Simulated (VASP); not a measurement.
# PrHRh3 in VASP: a series of runs, part 2 of 2

VASP 6.6.1.

## 3. Single point, PBE

This run uses another cell than the first one, of 15.59 Å³/atom.

The input, INCAR:

```
PREC = Accurate ; ENCUT = 500
EDIFF = 1E-6 ; ISMEAR = 0
SIGMA = 0.2 ; LREAL = F
LASPH = T ; NELM = 200
ALGO = Normal ; ISIF = 2
LWAVE = F ; LCHARG = F
GGA = PE ; NBANDS = 36
GGA_COMPAT = F ; LMAXMIX = 6
```

The input, KPOINTS:

```
regular mesh
0
Gamma
  5 5 3
```

The input, POSCAR:

```
PrHRh3
1.0
    2.9288127852      0.0000000000      0.0000000000
    0.0000000000      2.9288127852      0.0000000000
    0.0000000000      0.0000000000      9.0884173394
Pr H Rh
1 1 3
Direct
    0.5000000000      0.5000000000      0.0000000000
    0.5000000000      0.5000000000      0.5000000000
    0.5000000000      0.5000000000      0.7039470955
    0.5000000000      0.5000000000      0.2960529045
    0.0000000000      0.0000000000      0.5000000000
```

Potentials or basis: VASP PAW PBE potentials, release 64 (Pr_3, H, Rh_pv), 4f in core.

Launch:

```
> cat potpaw_PBE.64/Pr_3/POTCAR potpaw_PBE.64/H/POTCAR potpaw_PBE.64/Rh_pv/POTCAR > POTCAR
> mpirun -np 1 vasp_std > vasp.out
```

OUTCAR:

```text
PREC = Accurate
   ENCUT = 500
   EDIFF = 1E-6
   ISMEAR = 0
   LREAL = F
   LASPH = T
   NELM = 200
   ISIF = 2
   GGA = PE

 ion  position               nearest neighbor table
   1  0.500  0.500  0.000-   3 2.69   4 2.69
   2  0.500  0.500  0.500-   3 1.85   4 1.85   5 2.07   5 2.07   5 2.07   5 2.07
   3  0.500  0.500  0.704-   2 1.85   1 2.69   5 2.78   5 2.78   5 2.78   5 2.78
   4  0.500  0.500  0.296-   2 1.85   1 2.69   5 2.78   5 2.78   5 2.78   5 2.78
   5  0.000  0.000  0.500-   2 2.07   2 2.07   2 2.07   2 2.07   3 2.78   4 2.78   4 2.78   3 2.78
[... 660 lines left out ...]
  -------------------------------------------------------------------------------------
  Total       -0.0237786     -0.0237786     -0.0195025      0.0000000     -0.0000000     -0.0000000
  in kB       -0.4886799     -0.4886799     -0.4008010      0.0000000     -0.0000000     -0.0000000
  external PRESSURE =      -0.4593870 kB  Pullay stress =       0.0000000 kB

 VOLUME and BASIS-vectors are now :
 -----------------------------------------------------------------------------
  energy-cutoff  :      500.00
  volume of cell :       77.96
      direct lattice vectors                 reciprocal lattice vectors
     2.928812785  0.000000000  0.000000000     0.341435275  0.000000000  0.000000000
     0.000000000  2.928812785  0.000000000     0.000000000  0.341435275  0.000000000
     0.000000000  0.000000000  9.088417339     0.000000000  0.000000000  0.110030158

 POSITION                                       TOTAL-FORCE (eV/Angst)
 -----------------------------------------------------------------------------------
      1.46441      1.46441      0.00000         0.000000      0.000000      0.000000
      1.46441      1.46441      4.54421         0.000000      0.000000      0.000000
      1.46441      1.46441      6.39776        -0.000000      0.000000      0.021229
      1.46441      1.46441      2.69065         0.000000     -0.000000     -0.021229
      0.00000      0.00000      4.54421         0.000000      0.000000      0.000000
 -----------------------------------------------------------------------------------
    total drift:                                0.000000     -0.000000      0.000000

  FREE ENERGIE OF THE ION-ELECTRON SYSTEM (eV)
  ---------------------------------------------------
  free  energy   TOTEN  =       -27.9454377830 eV

  energy  without entropy=      -27.7672552363  energy(sigma->0) =      -27.85634651
```

stdout:

```text
POSCAR found type information on POSCAR PrH Rh
 POSCAR found :  3 types and       5 ions
 scaLAPACK will be used
 LDA part: xc-table for (Slater+PW92), standard interpolation
 POSCAR, INCAR and KPOINTS ok, starting setup
 FFT: planning ... GRIDC
 FFT: planning ... GRID_SOFT
 FFT: planning ... GRID
 WAVECAR not read
 entering main loop
```

Run time: 17 s. Hardware: 1 thread of Intel Xeon 6975P-C (Granite Rapids), shared host; peak memory 0.2 GiB.

Results:

- Free energy: -27.9454 eV
- Pressure: 0.0 GPa
- Largest force: 0.021 eV/Å
- Band gap on the k mesh: zero (an odd number of electrons rules out a gap without spin polarisation)

Forces on the atoms (eV/Å):
```
Pr   0.000  0.000  0.000
H    0.000  0.000  0.000
Rh   0.000  0.000  0.021
Rh   0.000  0.000 -0.021
Rh   0.000  0.000  0.000
```

Caveat: the k points lie up to 0.43 Å⁻¹ apart, too coarse for converged energies and pressures of a metal; spin-orbit coupling is left out, which moves the levels of the heavy elements; the 4f electrons are frozen in the core, so they carry no moment and show no levels.

## 4. Single point, PBE

The input, INCAR:

```
ALGO = Normal
EDIFF = 1E-6
ENCUT = 500
GGA = PE
GGA_COMPAT = F
ISIF = 2
ISMEAR = 0
LASPH = T
LCHARG = T
LELF = T
LMAXMIX = 6
LREAL = F
LVHAR = T
LWAVE = F
NBANDS = 36
NELM = 200
PREC = Accurate
SIGMA = 0.2
```

The input, KPOINTS:

```
k-points
0
Gamma
  5 5 3
```

The input, POSCAR:

```
PrHRh3
1.0
    2.4914455056     -2.4925466221      0.0000000000
    2.4914455056      2.4925466221      0.0000000000
    0.0000000000      0.0000000000      6.1387526395
Pr H Rh
1 1 3
Direct
    0.5000000000      0.5000000000      0.5000000000
    0.0000000000      0.0000000000      0.5000000000
    0.5000000000      0.5000000000      0.0000000000
    0.0000000000      0.0000000000      0.7979224083
    0.0000000000      0.0000000000      0.2020775917
```

Launch:

```
> cat potpaw_PBE.64/Pr_3/POTCAR potpaw_PBE.64/H/POTCAR potpaw_PBE.64/Rh_pv/POTCAR > POTCAR
> mpirun -np 1 vasp_std > vasp.out
```

It took 21 s on 1 thread of Intel Xeon 6975P-C (Granite Rapids), shared host; peak memory 0.21 GiB.

It converged, with:

```
Free energy            : -30.8714 eV
Pressure               : 0.1 GPa
Largest force          : 0.012 eV/Å
Band gap on the k mesh : zero (an odd number of electrons rules out a gap without spin polarisation)
```

Forces on the atoms (eV/Å):
```
Pr   0.000  0.000  0.000
H    0.000  0.000  0.000
Rh   0.000  0.000  0.000
Rh   0.000  0.000 -0.012
Rh   0.000  0.000  0.012
```

Stress tensor (GPa, compression positive):
```
0.17 0.00 0.00
0.00 0.10 0.00
0.00 0.00 0.10
```

Levels at points of the mesh, in eV from the Fermi level:
```
           k point  band 27  band 28  band 29  band 30  band 31  band 32
(0.00, 0.00, 0.00)    -0.90    -0.90    -0.84     0.68     1.32     1.49
```

Caveat: spin-orbit coupling is left out, which moves the levels of the heavy elements; the 4f electrons are frozen in the core, so they carry no moment and show no levels.

## 5. Single point, PBE

This run uses another cell than the first one, of 22.97 Å³/atom.

The input, INCAR:

```
PREC = Accurate
ENCUT = 500
EDIFF = 1E-6
ISMEAR = 0
SIGMA = 0.2
LREAL = False
LASPH = True
NELM = 200
ALGO = Normal
ISIF = 2
LWAVE = False
LCHARG = False
GGA = PE
NBANDS = 36
GGA_COMPAT = False
LMAXMIX = 6
```

The input, KPOINTS:

```
regular mesh
0
Gamma
  4 4 4
```

The input, POSCAR:

```
PrHRh3
1.0
    5.2023100190      0.0000000000      0.0000000000
    0.0000000000      5.2023100190      0.0000000000
    0.0000000000      0.0000000000      4.2432397060
Pr H Rh
1 1 3
Direct
    0.5000000000      0.5000000000      0.0000000000
    0.5000000000      0.5000000000      0.5000000000
    0.0000000000      0.5000000000      0.0000000000
    0.5000000000      0.0000000000      0.0000000000
    0.0000000000      0.0000000000      0.0000000000
```

Launch:

```
> cat potpaw_PBE.64/Pr_3/POTCAR potpaw_PBE.64/H/POTCAR potpaw_PBE.64/Rh_pv/POTCAR > POTCAR
> mpirun -np 1 vasp_std > vasp.out
```

Run time: 43 s. Hardware: 1 thread of Intel Xeon Platinum 8559C (Emerald Rapids), shared host; peak memory 0.24 GiB.

The run converged. Its results:

- Free energy: -24.7114 eV
- Pressure: 0.6 GPa
- Band gap on the k mesh: zero (an odd number of electrons rules out a gap without spin polarisation)

Stress tensor (GPa, compression positive):
```
0.71 0.00 0.00
0.00 0.71 0.00
0.00 0.00 0.27
```

Levels at points of the mesh, in eV from the Fermi level:
```
           k point  band 26  band 27  band 28  band 29  band 30  band 31  band 32  band 33
(0.00, 0.00, 0.00)    -0.65    -0.07     0.13     0.40     0.40     2.84     2.84     3.92
(0.50, 0.00, 0.00)    -0.88    -0.55    -0.50    -0.01     0.32     0.40     2.89     2.96
(0.50, 0.50, 0.00)    -1.10    -1.02    -1.02    -1.02    -0.86     1.00     1.00     2.70
(0.00, 0.00, 0.50)     0.13     0.19     0.21     0.37     0.37     2.16     3.96     3.96
(0.50, 0.00, 0.50)    -0.17     0.00     0.24     0.38     0.39     0.88     0.88     3.11
(0.50, 0.50, 0.50)    -0.95    -0.59    -0.59     0.04     0.14     1.39     1.39     2.29
```

Caveat: the k points lie up to 0.37 Å⁻¹ apart, too coarse for converged energies and pressures of a metal; spin-orbit coupling is left out, which moves the levels of the heavy elements; the 4f electrons are frozen in the core, so they carry no moment and show no levels. Spin polarisation is off, so any magnetic state and its effect on volume and gap are missing.

## 6. The runs side by side

```tsv
spin	cell	k mesh	smearing	gap on the mesh (eV)	pressure (GPa)	largest force (eV/Å)
collinear, ferromagnetic start	a = 3.524, b = 3.524, c = 6.139 Å, 5 atoms, atomic positions A	6 × 6 × 4	gaussian 0.1 eV	none	-0.1	0.10
off	a = 2.929, b = 2.929, c = 9.088 Å, 5 atoms, atomic positions B	5 × 5 × 3	gaussian 0.2 eV	none	0.0	0.02
off	a = 3.524, b = 3.524, c = 6.139 Å, 5 atoms, atomic positions A	5 × 5 × 3	gaussian 0.2 eV	none	0.1	0.01
off	a = 5.202, b = 5.202, c = 4.243 Å, 5 atoms, atomic positions C	4 × 4 × 4	gaussian 0.2 eV	none	0.6	-
```

Alike in all rows: task single point; level PBE; potentials or basis VASP PAW PBE potentials, release 64 (Pr_3, H, Rh_pv), 4f in core; cutoff (eV) 500.

Caveats: some runs use coarse meshes; spin-orbit coupling is left out, which moves the levels of the heavy elements; the 4f electrons are frozen in the core, so they carry no moment and show no levels; the magnetic or orbital state may not be the lowest (at least some runs).

Total energies depend on the potentials used, so only differences within one code and one set of settings carry meaning.
